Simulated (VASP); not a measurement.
Runs of VASP 6.6.1 on Fe. The structure is that of space group Fm-3m (No. 225), or close to it. The cells are those of the table. 

| task | level | cell | k mesh for the DOS | occupations for the DOS | gap on the mesh (eV) | pressure (GPa) | moment (μB) |
| --- | --- | --- | --- | --- | --- | --- | --- |
| electric field gradients | PBEsol | a = 2.585 Å, angles 60.0°, 1 atom | - | - | none | -10.4 | (b) |
| electric field gradients | PBE | a = 2.636 Å, angles 60.0°, 1 atom | - | - | none | -10.4 | 2.67 |
| electric field gradients | PBE | a = 2.610 Å, angles 60.0°, 1 atom | - | - | none | (a) | 2.66 |
| electric field gradients | PBE | a = 2.533 Å, angles 60.0°, 1 atom | - | - | none | -12.5 | 1.50 |
| density of states | PBE | a = 2.585 Å, angles 60.0°, 1 atom | 26 × 26 × 26 | tetrahedron | - | - | 2.62 |
| single point | PBE | a = 2.636 Å, angles 60.0°, 1 atom | - | - | none | -10.4 | 2.67 |
| electric field gradients | PBE | a = 2.559 Å, angles 60.0°, 1 atom | - | - | none | 1.6 | 2.53 |
| single point | PBE | a = 2.559 Å, angles 60.0°, 1 atom | - | - | none | 1.6 | 2.53 |

Alike in all rows: potentials or basis VASP PAW PBE potentials, release 64 (Fe); spin collinear, ferromagnetic start; k mesh 17 × 17 × 17; cutoff (eV) 520; smearing fermi-dirac 0.03 eV.

Task: Estimate the missing entries.

Result: (a) -6.3; (b) 2.61.

Caveats: the PAW data sets were made with another functional, which shifts forces and pressure a little (some runs); tetrahedron occupations give inexact forces and stress in metals (some runs).

A gap of «none» marks levels without a gap at the run's occupations.
